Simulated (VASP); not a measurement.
# Os in VASP: further runs

Os is run at these levels: LDA; tasks: single point.

Everything below comes from runs of VASP 6.6.1. Logs are shortened: lines on timing, memory, paths and dates and some standing lists are left out, and cuts for length are marked.

**1. The cell of the first run**

The cell holds a slab with vacuum, 3 atoms: a = 2.689 Å, b = 2.689 Å, c = 20.391 Å, α = 90.00°, β = 90.00°, γ = 120.00°.

**2. Single point, LDA**

Contents of INCAR:

```
SYSTEM = Os
ALGO     = Normal         ! electronic algorithm
DIPOL    = 0.5 0.5 0.500
EDIFF    = 1E-6           ! SCF threshold, eV
ENCUT    = 520            ! plane-wave cutoff, eV
IDIPOL   = 3            
ISIF     = 2              ! what is computed and relaxed
ISMEAR   = -1             ! smearing method
LASPH    = .TRUE.         ! aspherical terms in the spheres
LCHARG   = .TRUE.         ! write CHGCAR
LDIPOL   = .TRUE.       
LELF     = .TRUE.         ! ELF
LREAL    = .FALSE.        ! projectors in reciprocal space
LVACPOTAV= .TRUE.       
LVHAR    = .TRUE.       
LWAVE    = .FALSE.        ! write WAVECAR
NBANDS   = 19             ! bands
NELM     = 80             ! most SCF steps
PREC     = Accurate       ! precision mode
SIGMA    = 0.08           ! smearing width, eV
```

Contents of KPOINTS:

```
k-points
0
G
  17 17 1
  0 0 0
```

Contents of POSCAR:

```
Os
1.0
    2.6891484158      0.0000000000      0.0000000000
   -1.3445742079      2.3288708427      0.0000000000
    0.0000000000      0.0000000000     20.3914000000
Os
3
Direct
    0.1666666665      0.3333333335      0.3923232105
    0.5000000005      0.9999999995      0.4999999997
    0.8333333335      0.6666666665      0.6076767895
```

Potentials or basis: VASP PAW LDA potentials, release 64 (Os).

Run with:

```
cat potpaw_LDA.64/Os/POTCAR > POTCAR
mpirun -np 1 vasp_std > vasp.out
```

OUTCAR:

```text
SYSTEM = Os
   EDIFF = 1E-6
   ENCUT = 520
   ISIF = 2
   ISMEAR = -1
   LASPH = .TRUE.
   LREAL = .FALSE.
   NELM = 80
   PREC = Accurate

 ion  position               nearest neighbor table
   1  0.167  0.333  0.392-   2 2.69   2 2.69   2 2.69
   2  0.500  1.000  0.500-   1 2.69   1 2.69   1 2.69   3 2.69   3 2.69   3 2.69
   3  0.833  0.667  0.608-   2 2.69   2 2.69   2 2.69

  LATTYP: Found a hexagonal cell.
 ALAT       =     2.6891484158
 C/A-ratio  =     7.5828466291

  Lattice vectors:

 A1 = (   2.6891484158,   0.0000000000,   0.0000000000)
 A2 = (  -1.3445742079,   2.3288708427,   0.0000000000)
 A3 = (   0.0000000000,   0.0000000000,  20.3914000000)

Analysis of symmetry for initial positions (statically):
=====================================================================
 Subroutine PRICEL returns:
 Original cell was already a primitive cell.

 Routine SETGRP: Setting up the symmetry group for a
 hexagonal supercell.

 Subroutine GETGRP returns: Found 12 space group operations
 (whereof  4 operations were pure point group operations)
 out of a pool of 24 trial point group operations.

The static configuration has the point symmetry C_2h.
 The point group associated with its full space group is D_3d.

Analysis of symmetry for dynamics (positions and initial velocities):
=====================================================================
 Subroutine PRICEL returns:
 Original cell was already a primitive cell.

 Routine SETGRP: Setting up the symmetry group for a
 hexagonal supercell.

 Subroutine GETGRP returns: Found 12 space group operations
 (whereof  4 operations were pure point group operations)
 out of a pool of 24 trial point group operations.

The dynamic configuration has the point symmetry C_2h.
 The point group associated with its full space group is D_3d.

 Subroutine INISYM returns: Found 12 space group operations
 (whereof  4 operations are pure point group operations),
 and found     1 'primitive' translations

----------------------------------------------------------------------------------------

                                     Primitive cell

  volume of cell :     127.7048

  direct lattice vectors                    reciprocal lattice vectors
     2.689148416  0.000000000  0.000000000     0.371864935  0.214696320  0.000000000
    -1.344574208  2.328870843  0.000000000     0.000000000  0.429392640  0.000000000
     0.000000000  0.000000000 20.391400000     0.000000000  0.000000000  0.049040282

  length of vectors
     2.689148416  2.689148416 20.391400000     0.429392640  0.429392640  0.049040282

  position of ions in fractional coordinates (direct lattice)
     0.166666666  0.333333334  0.392323211
     0.500000001  0.999999999  0.500000000
     0.833333334  0.666666666  0.607676789

  ion indices of the primitive-cell ions
   primitive index   ion index
                 1           1
                 2           2
                 3           3

----------------------------------------------------------------------------------------

 KPOINTS: k-points

Automatic generation of k-mesh.
 Grid dimensions read from file:
 generate k-points for:   17   17    1

 Generating k-lattice:

  Cartesian coordinates                     Fractional coordinates (reciprocal lattice)
     0.021874408  0.012629195  0.000000000     0.058823529  0.000000000  0.000000000
     0.000000000  0.025258391  0.000000000     0.000000000  0.058823529  0.000000000
     0.000000000  0.000000000  0.049040282     0.000000000  0.000000000  1.000000000

  Length of vectors
     0.025258391  0.025258391  0.049040282

  Shift w.r.t. Gamma in fractional coordinates (k-lattice)
     0.000000000  0.000000000  0.000000000

 Subroutine IBZKPT returns following result:
 ===========================================

 Found     33 irreducible k-points:

 Following reciprocal coordinates:
            Coordinates               Weight
  0.000000  0.000000  0.000000      1.000000
  0.058824  0.000000  0.000000      6.000000
  0.117647  0.000000  0.000000      6.000000
  0.176471  0.000000  0.000000      6.000000
  0.235294  0.000000  0.000000      6.000000
  0.294118  0.000000  0.000000      6.000000
[... 16 lines left out ...]
  0.411765  0.117647  0.000000     12.000000
  0.176471  0.176471  0.000000      6.000000
 [... further k-points ...]
   k-points           NKPTS =     33   k-points in BZ     NKDIM =     33   number of bands    NBANDS=     19
   number of dos      NEDOS =    301   number of ions     NIONS =      3
   total plane-waves  NPLWV =  64000
   dimension x,y,z NGX =    20 NGY =   20 NGZ =  160
   dimension x,y,z NGXF=    40 NGYF=   40 NGZF=  320
   ions per type =               3
   NGX,Y,Z   is equivalent  to a cutoff of  12.36, 12.36, 13.04 a.u.
   NGXF,Y,Z  is equivalent  to a cutoff of  24.73, 24.73, 26.09 a.u.
 SYSTEM =  Os
   PREC   = accura    normal or accurate (medium, high low for compatibility)
   ISTART =      0    job   : 0-new  1-cont  2-samecut
   ICHARG =      2    charge: 1-file 2-atom 10-const
   ISPIN  =      1    spin polarized calculation?
   LNONCOLLINEAR =      F non collinear calculations
   LSORBIT =      F    spin-orbit coupling
   LASPH  =      T    aspherical Exc in radial PAW
   ENCUT  =  520.0 eV  38.22 Ry    6.18 a.u.   5.00  5.00 37.91*2*pi/ulx,y,z
   NELM   =     80;   NELMIN=  2; NELMDL= -5     # of ELM steps
   EDIFF  = 0.1E-05   stopping-criterion for ELM
   LREAL  =      F    real-space projection
   EDIFFG = 0.1E-04   stopping-criterion for IOM
   NSW    =      0    number of steps for IOM
   IBRION =     -1    ionic relax: 0-MD 1-quasi-New 2-CG
   NFREE  =      0    steps in history (QN), initial steepest desc. (CG)
   ISIF   =      2    stress and relaxation
   ISYM   =      2    0-nonsym 1-usesym 2-fastsym
   POTIM  = 0.5000    time-step for ionic-motion
   TEBEG  =    0.0;   TEEND  =   0.0 temperature during run
   PSTRESS=    0.0 pullay stress
   NELECT =      24.0000    total number of electrons
   NUPDOWN=      -1.0000    fix difference up-down
   EMIN   =  10.00;   EMAX   =-10.00  energy-range for DOS
   EFERMI =   0.00;   METHOD = LEGACY
   ISMEAR =    -1;   SIGMA  =   0.08  broadening in eV -4-tet -1-fermi 0-gaus
   EFERMI_NEDOS =   21; number of points for ismear=-14 and -15
   IALGO  =     38    algorithm
   IMIX   =      4    mixing-type and parameters
     AMIX     =   0.40;   BMIX     =  1.00
     AMIX_MAG =   1.60;   BMIX_MAG =  1.00
  volume/ion in A,a.u.               =      42.57       287.26
  Fermi-wavevector in a.u.,A,eV,Ry     =   0.937726  1.772046 11.964023  0.879331
  Thomas-Fermi vector in A             =   2.064867
   LORBIT       =      0    0 simple, 1 ext, 2 COOP (PROOUT), +10 PAW based schemes
   GGA     = CA    functional components
   LHFCALC =     F    Hartree Fock is set to
   AEXX    =    0.0000 exact exchange contribution
   IVDW    =     0    specifies the selected vdW correction
   LEPSILON=     F    determine dielectric tensor
   LRPA    =     F    only Hartree local field effects (RPA)
 non-spin polarized calculation
  energy-cutoff  :      520.00
  volume of cell :      127.70
 maximum number of plane-waves:      3489
 NGX is ok and might be reduce to    20
   NGX =  9   NGY =  9   NGZ = 75

 number of electron      24.0000000 magnetization

 dipolmoment           0.000000      0.000000      0.000000 electrons x Angstroem

 Free energy of the ion-electron system (eV)
  ---------------------------------------------------
  ext. energy  EPLUGINS =         0.00000000
  ---------------------------------------------------
  free energy    TOTEN  =       -35.08609906 eV

  energy without entropy =      -35.02862656  energy(sigma->0) =      -35.05736281

 E-fermi :  -0.7308     XC(G=0):  -5.6870

 val. band max:       -0.7322290239   @ k =   0.0588   0.0000   0.0000
 cond. band min:      -0.7045976755   @ k =   0.1176   0.0588   0.0000
 fundamental gap:      0.0276313484
 Fermi energy:        -0.7308287002

 k-point     1 :       0.0000    0.0000    0.0000
  band No.  band energies     occupation
      1     -10.6485      2.00000
      2      -8.6084      2.00000
      3      -8.2459      2.00000
      4      -3.9490      2.00000
      5      -3.7912      2.00000
      6      -3.7345      2.00000
[... 11 lines left out ...]
     18       1.3177      0.00000
     19       1.3177      0.00000

 k-point     2 :       0.0588    0.0000    0.0000
  band No.  band energies     occupation
      1     -10.5038      2.00000
      2      -8.4596      2.00000
      3      -8.0980      2.00000
      4      -4.0630      2.00000
      5      -3.9441      2.00000
      6      -3.7532      2.00000
[... 11 lines left out ...]
     18       1.3266      0.00000
     19       1.8346      0.00000

 k-point     3 :       0.1176    0.0000    0.0000
  band No.  band energies     occupation
      1     -10.0884      2.00000
      2      -8.0434      2.00000
      3      -7.6817      2.00000
      4      -4.4930      2.00000
      5      -4.1059      2.00000
      6      -3.9388      2.00000
[... 11 lines left out ...]
     18       1.3513      0.00000
     19       2.7620      0.00000

 k-point     4 :       0.1765    0.0000    0.0000
  band No.  band energies     occupation
      1      -9.4657      2.00000
      2      -7.4845      2.00000
      3      -7.0972      2.00000
      4      -4.9555      2.00000
      5      -4.5732      2.00000
      6      -3.9848      2.00000
[... 407 lines left out ...]
     18       4.8230      0.00000
     19       7.5616      0.00000

 k-point    23 :       0.4118    0.1176    0.0000
  band No.  band energies     occupation
      1      -7.4686      2.00000
      2      -7.2368      2.00000
      3      -6.6919      2.00000
      4      -6.1276      2.00000
      5      -5.0113      2.00000
      6      -4.0104      2.00000
[... 11 lines left out ...]
     18       5.3204      0.00000
     19       7.2724      0.00000

 k-point    24 :       0.1765    0.1765    0.0000
  band No.  band energies     occupation
      1      -7.7322      2.00000
      2      -6.5556      2.00000
      3      -5.7097      2.00000
      4      -5.6976      2.00000
      5      -4.7392      2.00000
      6      -4.4368      2.00000
[... 11 lines left out ...]
     18       3.1971      0.00000
     19       5.8685      0.00000

 [... further k-points ...]
[... 5 lines left out ...]
  --------------------------------------------------------------------------------------
  -------------------------------------------------------------------------------------
  Total       -4.9800927     -4.9800927     -5.1100212      0.0000000     -0.0000000      0.0000000
  in kB      -62.4799669    -62.4799669    -64.1100420      0.0000000     -0.0000000      0.0000000
  external PRESSURE =     -63.0233253 kB  Pullay stress =       0.0000000 kB

 VOLUME and BASIS-vectors are now :
 -----------------------------------------------------------------------------
  energy-cutoff  :      520.00
  volume of cell :      127.70
      direct lattice vectors                 reciprocal lattice vectors
     2.689148416  0.000000000  0.000000000     0.371864935  0.214696320  0.000000000
    -1.344574208  2.328870843  0.000000000     0.000000000  0.429392640  0.000000000
     0.000000000  0.000000000 20.391400000     0.000000000  0.000000000  0.049040282

 POSITION                                       TOTAL-FORCE (eV/Angst)
 -----------------------------------------------------------------------------------
     -0.00000      0.77629      8.00002         0.000000      0.000000      1.148084
      0.00000      2.32887     10.19570         0.000000      0.000000      0.000000
      1.34457      1.55258     12.39138        -0.000000     -0.000000     -1.148084
 -----------------------------------------------------------------------------------
    total drift:                               -0.000000      0.000000      0.000004

  FREE ENERGIE OF THE ION-ELECTRON SYSTEM (eV)
  ---------------------------------------------------
  free  energy   TOTEN  =       -35.0860990558 eV

  energy  without entropy=      -35.0286265556  energy(sigma->0) =      -35.05736281

 vacuum level on the upper side and lower side of the slab         4.939         4.939
```

Wall time 2.9 min (1 thread of Intel Xeon 8259CL, shared host); peak memory 0.23 GiB.

Results:

```
Free energy            : -35.0861 eV
Largest force          : 1.148 eV/Å
Band gap on the k mesh : zero (bands 12 and 13 overlap by 2.54 eV)
```

Forces in eV/Å, atoms in the order of the input:
```
Os   0.000  0.000  1.148
Os   0.000  0.000  0.000
Os   0.000  0.000 -1.148
```

Caveat: spin-orbit coupling is left out, which moves the levels of the heavy elements.

**3. Single point, LDA**

Contents of INCAR:

```
ALGO = Normal
DIPOL = 0.5 0.5 0.500
EDIFF = 1E-6
ENCUT = 520
IDIPOL = 3
ISIF = 2
ISMEAR = -1
LASPH = T
LCHARG = F
LDIPOL = T
LREAL = F
LWAVE = F
NBANDS = 19
NELM = 100
PREC = Accurate
SIGMA = 0.08
```

Contents of KPOINTS:

```
k-points
0
Gamma
  17 17 1
```

POSCAR is that of step 2.

Potentials or basis: VASP PAW LDA potentials, release 64 (Os).

Run with:

```
cat potpaw_LDA.64/Os/POTCAR > POTCAR
mpirun -np 1 vasp_std > vasp.out
```

It took 3.3 min on 1 thread of Intel Xeon 8259CL, shared host; peak memory 0.23 GiB.

It converged, with:

| Quantity | Value |
| --- | --- |
| Free energy | -35.0861 eV |
| Largest force | 1.148 eV/Å |
| Band gap on the k mesh | zero (bands 12 and 13 overlap by 2.54 eV) |

Forces in eV/Å, atoms in the order of the input:
```
Os   0.000  0.000  1.148
Os   0.000  0.000  0.000
Os   0.000  0.000 -1.148
```

Levels at points of the mesh, in eV from the Fermi level:
```
           k point  band 10  band 11  band 12  band 13  band 14  band 15
(0.00, 0.00, 0.00)    -2.10    -2.10    -0.99     0.05     0.05     0.37
```

Caveat: spin-orbit coupling is left out, which moves the levels of the heavy elements.

**4. Single point, LDA**

Contents of INCAR:

```
ALGO = Normal
DIPOL = 0.5 0.5 0.500
EDIFF = 1E-7
ENCUT = 520
GGA = CA
IDIPOL = 3
ISIF = 2
ISMEAR = -1
LASPH = T
LCHARG = F
LDIPOL = T
LREAL = F
LWAVE = F
NBANDS = 19
NELM = 60
PREC = Accurate
SIGMA = 0.08
```

KPOINTS is that of step 3.

Contents of POSCAR:

```
Os
1.0
    2.6891484158      0.0000000000      0.0000000000
   -1.3445742079      2.3288708427      0.0000000000
    0.0000000000      0.0000000000     20.3914000000
Os
3
Direct
    0.1666666667      0.3333333333      0.3960381901
    0.5000000000      1.0000000000      0.4999999936
    0.8333333333      0.6666666667      0.6039618160
```

Run with:

```
cat potpaw_LDA.64/Os/POTCAR > POTCAR
mpirun -np 1 vasp_std > vasp.out
```

It took 3.6 min on 1 thread of Intel Xeon 8259CL, shared host; peak memory 0.23 GiB.

The run converged. Its results:

```yaml
Free_energy: -35.1746 eV
Largest_force: 0.039 eV/Å
Band_gap_on_the_k_mesh: zero (bands 12 and 13 overlap by 2.63 eV)
```

Forces in eV/Å, atoms in the order of the input:
```
Os   0.000  0.000 -0.039
Os   0.000  0.000  0.000
Os   0.000  0.000  0.039
```

Levels at points of the mesh, in eV from the Fermi level:
```tsv
k point	band 10	band 11	band 12	band 13	band 14	band 15
(0.00, 0.00, 0.00)	-2.19	-2.19	-1.01	-0.01	-0.01	0.50
```

Caveat: spin-orbit coupling is left out, which moves the levels of the heavy elements.

**5. Single point, LDA**

Contents of INCAR:

```
SYSTEM = Os
  ALGO = Normal
  DIPOL = 0.5 0.5 0.500
  EDIFF = 1E-6
  ENCUT = 520
  IDIPOL = 3
  ISIF = 2
  ISMEAR = -1
  LASPH = .TRUE.
  LCHARG = .TRUE.
  LDIPOL = .TRUE.
  LELF = .TRUE.
  LREAL = .FALSE.
  LVACPOTAV = .TRUE.
  LVHAR = .TRUE.
  LWAVE = .FALSE.
  NBANDS = 19
  NELM = 80
  PREC = Accurate
  SIGMA = 0.08
```

Contents of KPOINTS:

```
k-points
0
G
  17 17 1
  0 0 0
```

POSCAR is that of step 4.

Run with:

```
cat potpaw_LDA.64/Os/POTCAR > POTCAR
mpirun -np 1 vasp_std > vasp.out
```

Wall time 3.7 min (1 thread of Intel Xeon 8259CL, shared host); peak memory 0.23 GiB.

Results (log left out):

```yaml
Free_energy: -35.1746 eV
Largest_force: 0.039 eV/Å
Band_gap_on_the_k_mesh: zero (bands 12 and 13 overlap by 2.63 eV)
```

Forces on the atoms (eV/Å):
```
Os   0.000  0.000 -0.039
Os   0.000  0.000  0.000
Os   0.000  0.000  0.039
```

Levels at points of the mesh, in eV from the Fermi level:
| k point | band 8 | band 9 | band 10 | band 11 | band 12 | band 13 | band 14 | band 15 | band 16 | band 17 |
| --- | --- | --- | --- | --- | --- | --- | --- | --- | --- | --- |
| (0.00, 0.00, 0.00) | -2.72 | -2.72 | -2.19 | -2.19 | -1.01 | -0.01 | -0.01 | 0.50 | 0.75 | 0.75 |

Caveat: spin-orbit coupling is left out, which moves the levels of the heavy elements.

The gap in the log of VASP goes by the Fermi energy; the results here count the filled bands.